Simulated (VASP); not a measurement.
Runs of VASP 6.6.1 on Ir. The structure is that of space group P6_3/mmc (No. 194), or close to it. The cells are those of the table. 

```csv
task,potentials or basis,cell,k mesh,cutoff (eV),second run,gap on the mesh (eV),pressure (GPa)
relaxation of cell and atoms,"VASP PAW PBE potentials, release 64 (Ir)","relaxed from a = 2.799, b = 2.799, c = 9.027 Å, angles 90.0, 90.0, 120.0°, 4 atoms",9 × 9 × 2,600,-,-,0.0
single point,"VASP PAW PBE potentials, release 64 (Ir)","a = 3.936, b = 3.936, c = 6.319 Å, angles 90.0, 90.0, 120.0°, 4 atoms",15 × 15 × 8,520,-,none,0.4
single point,"VASP PAW PBE potentials, release 64 (Ir_sv_GW)","a = 2.799, b = 2.799, c = 9.027 Å, angles 90.0, 90.0, 120.0°, 4 atoms",9 × 9 × 2,550,valence_matched,none,-24.8
single point,"VASP PAW PBE potentials, release 64 (Ir)","a = 4.286, b = 4.286, c = 4.715 Å, angles 90.0, 90.0, 120.0°, 4 atoms",6 × 6 × 2,520,-,none,(b)
single point,"VASP PAW PBE potentials, release 64 (Ir)","a = 2.721, b = 2.721, c = 8.877 Å, angles 90.0, 90.0, 120.0°, 4 atoms",21 × 21 × 6,520,-,none,2.5
single point,"VASP PAW PBE potentials, release 64 (Ir)","a = 2.799, b = 2.799, c = 9.027 Å, angles 90.0, 90.0, 120.0°, 4 atoms",9 × 9 × 2,520,-,none,(c)
single point,"VASP PAW PBE potentials, release 64 (Ir)","a = 2.728, b = 2.728, c = 8.835 Å, angles 90.0, 90.0, 120.0°, 4 atoms",9 × 9 × 2,520,-,none,(a)
single point,"VASP PAW PBE potentials, release 64 (Ir)","a = 4.238, b = 4.238, c = 4.859 Å, angles 90.0, 90.0, 120.0°, 4 atoms",12 × 12 × 10,520,-,none,1.1
single point,"VASP PAW PBE potentials, release 64 (Ir_sv_GW)","a = 2.728, b = 2.728, c = 8.835 Å, angles 90.0, 90.0, 120.0°, 4 atoms",9 × 9 × 2,550,valence_matched,none,-2.2
single point,"VASP PAW PBE potentials, release 64 (Ir)","a = 3.441, b = 3.441, c = 5.678 Å, angles 90.0, 90.0, 120.0°, 4 atoms",6 × 6 × 4,520,-,none,170.4
single point,"VASP PAW PBE potentials, release 64 (Ir_sv_GW)","a = 4.286, b = 4.286, c = 4.715 Å, angles 90.0, 90.0, 120.0°, 4 atoms",6 × 6 × 2,550,valence_matched,none,-1.7
```

Alike in all rows: level r2SCAN; no spin polarisation; smearing gaussian 0.1 eV.

Q: Estimate the missing entries.

A: (a) 2.4; (b) 1.0; (c) -21.1.

Caveats: some runs use coarse meshes; the PAW data sets were made with another functional, which shifts forces and pressure a little; spin-orbit coupling is left out, which moves the levels of the heavy elements; the bands computed are all filled at some k points, so no gap is given (some runs).

A k mesh can miss the band edges, and the runs leave out spin-orbit coupling on Ir.

A gap of «none» marks levels without a gap at the run's occupations.

The runs don't all hold the same shells in valence.
